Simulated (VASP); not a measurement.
Ge: single point with PBE

The system is Ge.

```
Ge
1.0
     6.97954    0.00000    0.00000
     0.00000    6.97954    0.00000
     0.00000    0.00000    6.94125
Ge
12
Direct
  0.62844 0.62844 0.62500
  0.37156 0.37156 0.12500
  0.37156 0.62844 0.37500
  0.62844 0.37156 0.87500
  0.15699 0.58218 0.91099
  0.84301 0.41782 0.41099
  0.41782 0.15699 0.66099
  0.58218 0.84301 0.16099
  0.84301 0.58218 0.08901
  0.15699 0.41782 0.58901
  0.58218 0.15699 0.33901
  0.41782 0.84301 0.83901
```

The cell was generated, and may not be a known phase.

```json
{
  "Program": "VASP 6.6.1",
  "Task": "single point",
  "Functional": "PBE",
  "Potentials or basis": "VASP PAW PBE potentials, release 64 (Ge_d)",
  "Cutoff": "500 eV",
  "k mesh": "4 × 4 × 4",
  "Occupations": "gaussian, width 0.1 eV",
  "Spin": "no spin polarisation",
  "Dipole correction": "no",
  "Further INCAR settings": "ALGO = Normal; EDIFF = 1e-06; NBANDS = 96"
}
```

```json
{
 "Pressure": "0.0 GPa",
 "Largest force": "0.015 eV/Å",
 "Band gap on the k mesh": "zero (bands 84 and 85 overlap by 0.21 eV)"
}
```

Forces on the atoms (eV/Å):
```
Ge   0.006  0.006  0.000
Ge  -0.006 -0.006  0.000
Ge  -0.006  0.006  0.000
Ge   0.006 -0.006  0.000
Ge   0.005  0.010  0.011
Ge  -0.005 -0.010  0.011
Ge  -0.010  0.005  0.011
Ge   0.010 -0.005  0.011
Ge  -0.005  0.010 -0.011
Ge   0.005 -0.010 -0.011
Ge   0.010  0.005 -0.011
Ge  -0.010 -0.005 -0.011
```

Levels at points of the mesh, in eV from the Fermi level:
| k point | band 82 | band 83 | band 84 | band 85 | band 86 | band 87 |
| --- | --- | --- | --- | --- | --- | --- |
| (0.00, 0.00, 0.00) | -0.69 | -0.54 | 0.14 | 0.22 | 0.92 | 1.51 |
| (0.50, 0.00, 0.00) | -0.78 | -0.67 | -0.04 | -0.04 | 0.35 | 1.06 |
| (0.50, 0.50, 0.00) | -0.92 | -0.33 | -0.33 | 0.37 | 0.37 | 0.86 |
| (0.00, 0.00, 0.50) | -1.35 | -0.43 | -0.43 | 0.52 | 0.52 | 0.78 |
| (0.50, 0.00, 0.50) | -1.30 | -0.54 | -0.54 | 0.20 | 0.20 | 1.21 |
| (0.50, 0.50, 0.50) | -1.18 | -0.65 | -0.65 | 0.81 | 0.81 | 1.01 |

It took 17 min on 1 thread of Oxide Virtual Turin-like Processor, on a shared host, peak memory 0.56 GiB.

Caveat: semilocal functionals underestimate gaps, and a narrow one can read as zero.
